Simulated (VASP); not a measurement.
GaC3: single point with PBEsol

Crystal: GaC3.

```
Ga C
1.0
     3.31895    0.00000    0.00000
     0.00000    3.31895    0.00000
     0.00000    0.00000    3.31895
Ga C
1 3
Direct
  0.00000 0.00000 0.00000
  0.00000 0.50000 0.50000
  0.50000 0.00000 0.50000
  0.50000 0.50000 0.00000
```

```json
{
  "Program": "VASP 6.6.1",
  "Task": "single point",
  "Functional": "PBEsol",
  "Potentials or basis": "VASP PAW PBE potentials, release 64 (Ga_d, C)",
  "Cutoff": "600 eV",
  "k mesh": "6 × 6 × 6",
  "Occupations": "methfessel-paxton, width 0.1 eV",
  "Spin": "no spin polarisation"
}
```

```yaml
Pressure: -5.4 GPa
```

Levels at points of the mesh, in eV from the Fermi level:
```tsv
k point	band 9	band 10	band 11	band 12	band 13	band 14	band 15	band 16	band 17	band 18
(0.00, 0.00, 0.00)	-5.36	-5.36	-5.36	-0.02	1.38	1.38	1.38	3.94	3.94	3.94
(0.50, 0.00, 0.00)	-2.84	-2.84	-1.93	-1.93	-1.58	-0.56	0.67	3.73	3.73	6.48
(0.50, 0.50, 0.00)	-8.79	-0.97	-0.44	-0.44	-0.35	-0.35	-0.30	4.26	4.69	4.96
(0.50, 0.50, 0.50)	-7.08	-7.08	-7.08	-7.07	-3.35	4.72	4.72	4.72	5.12	5.12
```

Run time: 8.2 s on 1 thread of Intel(R) Xeon(R) Platinum 8559C (Emerald Rapids), on a shared host, peak memory 0.15 GiB.

Caveat: the PAW data sets were made with another functional, which shifts forces and pressure a little.
